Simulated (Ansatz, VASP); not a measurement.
TiAl: VASP beside Ansatz

```
Ti Al
1.0
     3.17906    0.00795    0.00000
     0.00795    3.17906    0.00000
     0.00000    0.00000    3.17906
Ti Al
1 1
Cartesian
  0.0000 0.0000 0.0000
  1.5935 1.5935 1.5895
```

Change from the starting cell: strain +0.0050 x Voigt [0, 0, 0, 0, 0, 1], atoms carried along.

Alike in both runs: task single point; functional r2SCAN; k mesh 16 × 16 × 16; occupations gaussian, width 0.15 eV; no spin polarisation.

```csv
,VASP,Ansatz
version,VASP 6.6.1,Ansatz 0.2.0
potentials or method,"VASP PAW PBE potentials, release 64 (Ti_sv, Al), cutoff 520 eV","scalar-relativistic, plane waves, PAW"
valence electrons in the cell,15,15
```

Ansatz gave:

- gap on the k mesh at the Fermi level (eV): none
- pressure (GPa): -0.8
- traceless stress, the component that is largest in VASP (GPa): -0.39

**Question.** Which values does VASP return?

**Answer.** gap on the k mesh at the Fermi level (eV): none; pressure (GPa): -0.7; traceless stress, the component that is largest in VASP (GPa): -0.38.

VASP's potentials were made for PBE, not for r2SCAN. A gap of «none» marks a metal or a gap that the smearing closes. With one functional, cell and mesh, what is left measures potentials, basis and numerics.
